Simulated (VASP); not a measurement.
# Os (P6/mmm) in VASP: further runs

The runs below take Os through single point, with r2SCAN.

All numbers are computed with VASP 6.6.1; they aren't measurements. Logs are shortened: lines on timing, memory, paths and dates and some standing lists are left out, and cuts for length are marked.

### 1 The cell of the first run

Symmetry: P6/mmm, No. 191, hexagonal system. The conventional cell has a = 4.352 Å, b = 4.352 Å, c = 2.740 Å, α = 90.00°, β = 90.00°, γ = 120.00°. Os (site symmetry 6/mmm) has 14 Os at 2.74 to 2.86 Å within 3.6 Å. Os (site symmetry -6m2) has 11 Os at 2.51 to 2.86 Å within 3.3 Å.

This isn't the form of Os at room conditions, which is hcp.

### 2 Single point, r2SCAN (14.98 Å³/atom)

POSCAR reads:

```
Os
1.0
    4.3524561236      0.0000000000      0.0000000000
   -2.1762280618      3.7693375719      0.0000000000
    0.0000000000      0.0000000000      2.7400262689
Os
3
Direct
    1.0000000000      1.0000000000      1.0000000000
    0.3333333333      0.6666666667      0.5000000000
    0.6666666667      0.3333333333      0.5000000000
```

INCAR.step1 reads:

```
PREC = Accurate
ENCUT = 520
ISMEAR = -1
SIGMA = 0.1
LREAL = F
LASPH = T
NELM = 80
NBANDS = 19
GGA = PE
ALGO = Normal
EDIFF = 1E-4
LWAVE = T
LCHARG = F
```

INCAR.step2 reads:

```
PREC = Accurate
ENCUT = 520
EDIFF = 1E-6
ISMEAR = -1
SIGMA = 0.1
LREAL = F
LASPH = T
NELM = 80
ALGO = Normal
ISIF = 2
LWAVE = F
LCHARG = T
METAGGA = R2SCAN
LMIXTAU = T
LELF = T
LVHAR = T
NBANDS = 19
ISTART = 1
```

KPOINTS reads:

```
regular mesh
0
Gamma
  10 10 13
```

Potentials or basis: VASP PAW PBE potentials, release 64 (Os).

Started as:

```sh
cat potpaw_PBE.64/Os/POTCAR > POTCAR
cp INCAR.step1 INCAR
mpirun -np 1 vasp_std > vasp.out
cp INCAR.step2 INCAR
mpirun -np 1 vasp_std > vasp.out
```

OUTCAR:

```text
PREC = Accurate
   ENCUT = 520
   EDIFF = 1E-6
   ISMEAR = -1
   LREAL = F
   LASPH = T
   NELM = 80
   ISIF = 2
   METAGGA = R2SCAN
   ISTART = 1

 ion  position               nearest neighbor table
   1  0.000  0.000  0.000-   2 2.86   3 2.86   2 2.86   3 2.86   3 2.86   3 2.86   2 2.86   2 2.86
                             3 2.86   3 2.86   2 2.86   2 2.86
   2  0.333  0.667  0.500-   3 2.51   3 2.51   3 2.51   1 2.86   1 2.86   1 2.86   1 2.86   1 2.86
                             1 2.86
   3  0.667  0.333  0.500-   2 2.51   2 2.51   2 2.51   1 2.86   1 2.86   1 2.86   1 2.86   1 2.86
                             1 2.86

  LATTYP: Found a hexagonal cell.
 ALAT       =     4.3524561236
 C/A-ratio  =     0.6295356440

  Lattice vectors:

 A1 = (   4.3524561236,   0.0000000000,   0.0000000000)
 A2 = (  -2.1762280618,   3.7693375719,   0.0000000000)
 A3 = (   0.0000000000,   0.0000000000,   2.7400262689)

Analysis of symmetry for initial positions (statically):
=====================================================================
 Subroutine PRICEL returns:
 Original cell was already a primitive cell.

 Routine SETGRP: Setting up the symmetry group for a
 hexagonal supercell.

 Subroutine GETGRP returns: Found 24 space group operations
 (whereof 24 operations were pure point group operations)
 out of a pool of 24 trial point group operations.

The static configuration has the point symmetry D_6h.

Analysis of symmetry for dynamics (positions and initial velocities):
=====================================================================
 Subroutine PRICEL returns:
 Original cell was already a primitive cell.

 Routine SETGRP: Setting up the symmetry group for a
 hexagonal supercell.

 Subroutine GETGRP returns: Found 24 space group operations
 (whereof 24 operations were pure point group operations)
 out of a pool of 24 trial point group operations.

The dynamic configuration has the point symmetry D_6h.

 Subroutine INISYM returns: Found 24 space group operations
 (whereof 24 operations are pure point group operations),
 and found     1 'primitive' translations

----------------------------------------------------------------------------------------

                                     Primitive cell

  volume of cell :      44.9525

  direct lattice vectors                    reciprocal lattice vectors
     4.352456124  0.000000000  0.000000000     0.229755332  0.132649303  0.000000000
    -2.176228062  3.769337572  0.000000000     0.000000000  0.265298605  0.000000000
     0.000000000  0.000000000  2.740026269     0.000000000  0.000000000  0.364960005

  length of vectors
     4.352456124  4.352456124  2.740026269     0.265298605  0.265298605  0.364960005

  position of ions in fractional coordinates (direct lattice)
     0.000000000  0.000000000  0.000000000
     0.333333333  0.666666667  0.500000000
     0.666666667  0.333333333  0.500000000

  ion indices of the primitive-cell ions
   primitive index   ion index
                 1           1
                 2           2
                 3           3

----------------------------------------------------------------------------------------

 KPOINTS: regular mesh

Automatic generation of k-mesh.
 Grid dimensions read from file:
 generate k-points for:   10   10   13

 Generating k-lattice:

  Cartesian coordinates                     Fractional coordinates (reciprocal lattice)
     0.022975533  0.013264930  0.000000000     0.100000000  0.000000000  0.000000000
     0.000000000  0.026529861  0.000000000     0.000000000  0.100000000  0.000000000
     0.000000000  0.000000000  0.028073847     0.000000000  0.000000000  0.076923077

  Length of vectors
     0.026529861  0.026529861  0.028073847

  Shift w.r.t. Gamma in fractional coordinates (k-lattice)
     0.000000000  0.000000000  0.000000000

 Subroutine IBZKPT returns following result:
 ===========================================

 Found     98 irreducible k-points:

 Following reciprocal coordinates:
            Coordinates               Weight
  0.000000  0.000000  0.000000      1.000000
  0.100000 -0.000000  0.000000      6.000000
  0.200000 -0.000000  0.000000      6.000000
  0.300000  0.000000  0.000000      6.000000
  0.400000 -0.000000  0.000000      6.000000
  0.500000  0.000000  0.000000      3.000000
[... 16 lines left out ...]
  0.300000  0.100000  0.076923     24.000000
  0.400000  0.100000  0.076923     24.000000
 [... further k-points ...]
   k-points           NKPTS =     98   k-points in BZ     NKDIM =     98   number of bands    NBANDS=     19
   number of dos      NEDOS =    301   number of ions     NIONS =      3
   total plane-waves  NPLWV =  20480
   dimension x,y,z NGX =    32 NGY =   32 NGZ =   20
   dimension x,y,z NGXF=    64 NGYF=   64 NGZF=   40
   ions per type =               3
   NGX,Y,Z   is equivalent  to a cutoff of  12.22, 12.22, 12.13 a.u.
   NGXF,Y,Z  is equivalent  to a cutoff of  24.45, 24.45, 24.27 a.u.
[... 26 lines left out ...]
   EFERMI_NEDOS =   21; number of points for ismear=-14 and -15
   IALGO  =     38    algorithm
   IMIX   =      4    mixing-type and parameters
     AMIX     =   0.40;   BMIX     =  1.00
     AMIX_MAG =   1.60;   BMIX_MAG =  1.00
  volume/ion in A,a.u.               =      14.98       101.12
  Fermi-wavevector in a.u.,A,eV,Ry     =   1.328089  2.509724 23.998235  1.763820
  Thomas-Fermi vector in A             =   2.457353
   LORBIT       =      0    0 simple, 1 ext, 2 COOP (PROOUT), +10 PAW based schemes
   METAGGA = R2SCAN    functional components
   LHFCALC =     F    Hartree Fock is set to
   AEXX    =    0.0000 exact exchange contribution
   IVDW    =     0    specifies the selected vdW correction
   LEPSILON=     F    determine dielectric tensor
   LRPA    =     F    only Hartree local field effects (RPA)
 non-spin polarized calculation
  energy-cutoff  :      520.00
  volume of cell :       44.95
 maximum number of plane-waves:      1231
   NGX = 17   NGY = 17   NGZ = 11

 number of electron      24.0000001 magnetization

 Free energy of the ion-electron system (eV)
  ---------------------------------------------------
  ext. energy  EPLUGINS =         0.00000000
  ---------------------------------------------------
  free energy    TOTEN  =      -157.89197892 eV

  energy without entropy =     -157.81757446  energy(sigma->0) =     -157.85477669

 E-fermi :   8.4531     XC(G=0): -14.9100

 val. band max:        8.4279683635   @ k =   0.3000   0.2000   0.2308
 cond. band min:       8.4678036782   @ k =   0.4000   0.2000   0.2308
 fundamental gap:      0.0398353147
 Fermi energy:         8.4531092058

 k-point     1 :       0.0000    0.0000    0.0000
  band No.  band energies     occupation
      1      -2.5229      2.00000
      2       1.4897      2.00000
      3       4.1000      2.00000
      4       4.2709      2.00000
      5       4.2709      2.00000
      6       4.3354      2.00000
[... 11 lines left out ...]
     18      17.2536      0.00000
     19      18.1172      0.00000

 k-point     2 :       0.1000   -0.0000    0.0000
  band No.  band energies     occupation
      1      -2.3562      2.00000
      2       1.5471      2.00000
      3       3.3737      2.00000
      4       3.8216      2.00000
      5       3.9316      2.00000
      6       4.7335      2.00000
[... 11 lines left out ...]
     18      16.4038      0.00000
     19      16.5130      0.00000

 k-point     3 :       0.2000   -0.0000    0.0000
  band No.  band energies     occupation
      1      -1.8732      2.00000
      2       1.6416      2.00000
      3       2.5373      2.00000
      4       3.4082      2.00000
      5       3.5341      2.00000
      6       4.7330      2.00000
[... 11 lines left out ...]
     18      14.7024      0.00000
     19      16.6804      0.00000

 k-point     4 :       0.3000    0.0000    0.0000
  band No.  band energies     occupation
      1      -1.1277      2.00000
      2       1.3597      2.00000
      3       2.2044      2.00000
      4       2.9389      2.00000
      5       3.4241      2.00000
      6       4.4725      2.00000
[... 407 lines left out ...]
     18      13.6407      0.00000
     19      17.4612      0.00000

 k-point    23 :       0.3000    0.1000    0.0769
  band No.  band energies     occupation
      1      -0.4505      2.00000
      2       1.2500      2.00000
      3       1.9916      2.00000
      4       2.9269      2.00000
      5       3.6688      2.00000
      6       4.4644      2.00000
[... 11 lines left out ...]
     18      12.3334      0.00000
     19      17.8320      0.00000

 k-point    24 :       0.4000    0.1000    0.0769
  band No.  band energies     occupation
      1       0.3875      2.00000
      2       0.9686      2.00000
      3       1.3993      2.00000
      4       3.3846      2.00000
      5       3.5724      2.00000
      6       3.9705      2.00000
[... 11 lines left out ...]
     18      11.2249      0.00000
     19      18.0356      0.00000

 [... further k-points ...]

------------------------ aborting loop because EDIFF is reached ----------------------------------------

  FORCE on cell =-STRESS in cart. coord.  units (eV):
  Direction    XX          YY          ZZ          XY          YZ          ZX
  --------------------------------------------------------------------------------------
  -------------------------------------------------------------------------------------
  Total       -4.1704701     -4.1704701     -3.3611061      0.0000000     -0.0000000      0.0000000
  in kB     -148.6419629   -148.6419629   -119.7949861      0.0000000     -0.0000000      0.0000000
  external PRESSURE =    -139.0263039 kB  Pullay stress =       0.0000000 kB

 VOLUME and BASIS-vectors are now :
 -----------------------------------------------------------------------------
  energy-cutoff  :      520.00
  volume of cell :       44.95
      direct lattice vectors                 reciprocal lattice vectors
     4.352456124  0.000000000  0.000000000     0.229755332  0.132649303  0.000000000
    -2.176228062  3.769337572  0.000000000     0.000000000  0.265298605  0.000000000
     0.000000000  0.000000000  2.740026269     0.000000000  0.000000000  0.364960005

 POSITION                                       TOTAL-FORCE (eV/Angst)
 -----------------------------------------------------------------------------------
      0.00000      0.00000      0.00000         0.000000      0.000000      0.000000
     -0.00000      2.51289      1.37001        -0.000000      0.000000      0.000000
      2.17623      1.25645      1.37001         0.000000      0.000000      0.000000
 -----------------------------------------------------------------------------------
    total drift:                               -0.000000      0.000000      0.000000

  FREE ENERGIE OF THE ION-ELECTRON SYSTEM (eV)
  ---------------------------------------------------
  free  energy   TOTEN  =      -157.8919789196 eV

  energy  without entropy=     -157.8175744625  energy(sigma->0) =     -157.85477669
```

Wall time 3.5 min (1 thread of Oxide Virtual Turin-like, shared host); peak memory 0.18 GiB.

Results:

```
Free energy            : -157.8920 eV
Pressure               : -13.9 GPa
Band gap on the k mesh : zero (bands 12 and 13 overlap by 2.50 eV)
```

Stress tensor (GPa, compression positive):
```
-14.86   0.00   0.00
  0.00 -14.86   0.00
  0.00   0.00 -11.98
```

Caveat: the cell stands under tension; the PAW data sets were made with another functional, which shifts forces and pressure a little; spin-orbit coupling is left out, which moves the levels of the heavy elements.

### 3 Single point, r2SCAN (15.56 Å³/atom)

This run uses another cell than the first one, of 15.56 Å³/atom.

POSCAR reads:

```
Os
1.0
    4.4075563543      0.0000000000      0.0000000000
   -2.2037781772      3.8170557714      0.0000000000
    0.0000000000      0.0000000000      2.7747138281
Os
3
Direct
    1.0000000000      1.0000000000      1.0000000000
    0.3333333333      0.6666666667      0.5000000000
    0.6666666667      0.3333333333      0.5000000000
```

INCAR.step1 reads:

```
ALGO = Normal ; EDIFF = 1E-4
ENCUT = 520 ; GGA = PE
ISMEAR = -1 ; LASPH = True
LCHARG = False ; LREAL = False
LWAVE = True ; NBANDS = 19
NELM = 100 ; PREC = Accurate
SIGMA = 0.1
```

INCAR.step2 reads:

```
ALGO = Normal ; EDIFF = 1E-7
ENCUT = 520 ; ISIF = 2
ISMEAR = -1 ; ISTART = 1
LASPH = True ; LCHARG = True
LELF = True ; LMIXTAU = True
LREAL = False ; LVHAR = True
LWAVE = False ; METAGGA = R2SCAN
NBANDS = 19 ; NELM = 100
PREC = Accurate ; SIGMA = 0.1
```

KPOINTS reads:

```
k-points
0
Gamma
  10 10 13
```

Potentials or basis: VASP PAW PBE potentials, release 64 (Os).

Started as:

```sh
cat potpaw_PBE.64/Os/POTCAR > POTCAR
cp INCAR.step1 INCAR
mpirun -np 1 vasp_std > vasp.out
cp INCAR.step2 INCAR
mpirun -np 1 vasp_std > vasp.out
```

Wall time 6.3 min (1 thread of Oxide Virtual Turin-like, shared host); peak memory 0.19 GiB.

The run converged. Its results:

```
Free energy            : -157.6781 eV
Pressure               : -25.5 GPa
Band gap on the k mesh : zero (bands 12 and 13 overlap by 2.34 eV)
```

Stress tensor (GPa, compression positive):
```
-26.96   0.00   0.00
  0.00 -26.96   0.00
  0.00   0.00 -22.46
```

Levels at points of the mesh, in eV from the Fermi level:
```csv
k point,band 8,band 9,band 10,band 11,band 12,band 13,band 14,band 15,band 16,band 17
"(0.00, 0.00, 0.00)",-3.11,-2.25,-2.25,-1.44,-1.44,-1.39,-1.39,2.17,2.17,6.93
"(0.50, 0.00, 0.00)",-2.97,-2.78,-1.19,-1.16,0.08,0.29,1.11,1.11,1.20,1.47
```

Caveat: the cell stands under tension; the PAW data sets were made with another functional, which shifts forces and pressure a little; spin-orbit coupling is left out, which moves the levels of the heavy elements.

### 4 Single point, r2SCAN (16.14 Å³/atom)

This run uses another cell than the first one, of 16.14 Å³/atom.

POSCAR reads:

```
Os
1.0
    4.4613123395      0.0000000000      0.0000000000
   -2.2306561697      3.8636098202      0.0000000000
    0.0000000000      0.0000000000      2.8085551368
Os
3
Direct
    1.0000000000      1.0000000000      1.0000000000
    0.3333333333      0.6666666667      0.5000000000
    0.6666666667      0.3333333333      0.5000000000
```

INCAR.step1 reads:

```
SYSTEM = Os
ALGO = Normal ; EDIFF = 1E-4
ENCUT = 520 ; GGA = PE
ISMEAR = -1 ; LASPH = .True.
LCHARG = .False. ; LREAL = .False.
LWAVE = .True. ; NBANDS = 19
NELM = 80 ; PREC = Accurate
SIGMA = 0.1
```

INCAR.step2 reads:

```
SYSTEM = Os
ALGO = Normal ; EDIFF = 1E-6
ENCUT = 520 ; ISIF = 2
ISMEAR = -1 ; ISTART = 1
LASPH = .True. ; LCHARG = .True.
LELF = .True. ; LMIXTAU = .True.
LREAL = .False. ; LVHAR = .True.
LWAVE = .False. ; METAGGA = R2SCAN
NBANDS = 19 ; NELM = 80
PREC = Accurate ; SIGMA = 0.1
```

KPOINTS reads:

```
k-points
0
Gamma
  10 10 13
  0 0 0
```

Started as:

```sh
cat potpaw_PBE.64/Os/POTCAR > POTCAR
cp INCAR.step1 INCAR
mpirun -np 1 vasp_std > vasp.out
cp INCAR.step2 INCAR
mpirun -np 1 vasp_std > vasp.out
```

It took 8.7 min on 1 thread of Oxide Virtual Turin-like, shared host; peak memory 0.19 GiB.

The run converged. Its results:

```
Free energy            : -157.3533 eV
Pressure               : -34.5 GPa
Band gap on the k mesh : zero (bands 12 and 13 overlap by 2.20 eV)
```

Stress tensor (GPa, compression positive):
```
-36.47   0.00   0.00
  0.00 -36.47   0.00
  0.00   0.00 -30.67
```

Levels at points of the mesh, in eV from the Fermi level:
```csv
k point,band 10,band 11,band 12,band 13,band 14,band 15
"(0.00, 0.00, 0.00)",-2.13,-1.36,-1.36,-1.31,-1.31,2.03
"(0.50, 0.00, 0.00)",-1.12,-1.09,0.11,0.26,1.04,1.05
```

Caveat: the stress differs along the axes, from -36 to -31 GPa; the PAW data sets were made with another functional, which shifts forces and pressure a little; spin-orbit coupling is left out, which moves the levels of the heavy elements.

### 5 Single point, r2SCAN

This run uses another cell than the first one, of 14.41 Å³/atom.

POSCAR reads:

```
Os
1.0
    4.2959243207      0.0000000000      0.0000000000
   -2.1479621604      3.7203795945      0.0000000000
    0.0000000000      0.0000000000      2.7044374839
Os
3
Direct
    1.0000000000      1.0000000000      1.0000000000
    0.3333333333      0.6666666667      0.5000000000
    0.6666666667      0.3333333333      0.5000000000
```

INCAR.step1 reads:

```
PREC     = Accurate       # precision mode
ENCUT    = 520            # plane-wave cutoff, eV
ISMEAR   = -1             # smearing method
SIGMA    = 0.1            # smearing width, eV
LREAL    = F              # projectors in reciprocal space
LASPH    = T              # aspherical terms in the spheres
NELM     = 100            # most SCF steps
NBANDS   = 19             # bands
GGA      = PE             # functional
ALGO     = Normal         # electronic algorithm
EDIFF    = 1E-4           # SCF threshold, eV
LWAVE    = T              # write WAVECAR
LCHARG   = F              # write CHGCAR
```

INCAR.step2 reads:

```
PREC     = Accurate       # precision mode
ENCUT    = 520            # plane-wave cutoff, eV
EDIFF    = 1E-7           # SCF threshold, eV
ISMEAR   = -1             # smearing method
SIGMA    = 0.1            # smearing width, eV
LREAL    = F              # projectors in reciprocal space
LASPH    = T              # aspherical terms in the spheres
NELM     = 100            # most SCF steps
ALGO     = Normal         # electronic algorithm
ISIF     = 2              # what is computed and relaxed
LWAVE    = F              # write WAVECAR
LCHARG   = F              # write CHGCAR
METAGGA  = R2SCAN         # meta-GGA
LMIXTAU  = T            
NBANDS   = 19             # bands
ISTART   = 1
```

KPOINTS reads:

```
Automatic mesh
0
Gamma
  11 11 15
```

Started as:

```sh
cat potpaw_PBE.64/Os/POTCAR > POTCAR
cp INCAR.step1 INCAR
mpirun -np 1 vasp_std > vasp.out
cp INCAR.step2 INCAR
mpirun -np 1 vasp_std > vasp.out
```

Run time: 6.6 min. Hardware: 1 thread of Oxide Virtual Turin-like, shared host; peak memory 0.19 GiB.

The run converged. Its results:

| Property | Result |
| --- | --- |
| Free energy | -157.9534 eV |
| Pressure | 0.8 GPa |
| Band gap on the k mesh | zero (bands 12 and 13 overlap by 2.68 eV) |

Stress tensor (GPa, compression positive):
```
0.72 0.00 0.00
0.00 0.72 0.00
0.00 0.00 1.00
```

Levels at points of the mesh, in eV from the Fermi level:
```
           k point  band 10  band 11  band 12  band 13  band 14  band 15
(0.00, 0.00, 0.00)    -2.54    -1.65    -1.65    -1.61    -1.61     2.46
```

Caveat: the PAW data sets were made with another functional, which shifts forces and pressure a little; spin-orbit coupling is left out, which moves the levels of the heavy elements.

### 6 Overview

| cell | k mesh | gap on the mesh (eV) | pressure (GPa) |
| --- | --- | --- | --- |
| a = 4.352, b = 4.352, c = 2.740 Å, angles 90.0, 90.0, 120.0°, 3 atoms | 10 × 10 × 13 | none | -13.9 |
| a = 4.408, b = 4.408, c = 2.775 Å, angles 90.0, 90.0, 120.0°, 3 atoms | 10 × 10 × 13 | none | -25.5 |
| a = 4.461, b = 4.461, c = 2.809 Å, angles 90.0, 90.0, 120.0°, 3 atoms | 10 × 10 × 13 | none | -34.5 |
| a = 4.296, b = 4.296, c = 2.704 Å, angles 90.0, 90.0, 120.0°, 3 atoms | 11 × 11 × 15 | none | 0.8 |

Alike in all rows: task single point; level r2SCAN; potentials or basis VASP PAW PBE potentials, release 64 (Os); no spin polarisation; cutoff (eV) 520; smearing fermi-dirac 0.1 eV.

Caveats: the PAW data sets were made with another functional, which shifts forces and pressure a little; spin-orbit coupling is left out, which moves the levels of the heavy elements; the cell stands under tension (at least some runs); the stress differs along the axes, from -36 to -31 GPa (at least some runs).

Absolute energies hang on the potentials; compare differences alone.

The gap in the log of VASP goes by the Fermi energy; the results here count the filled bands.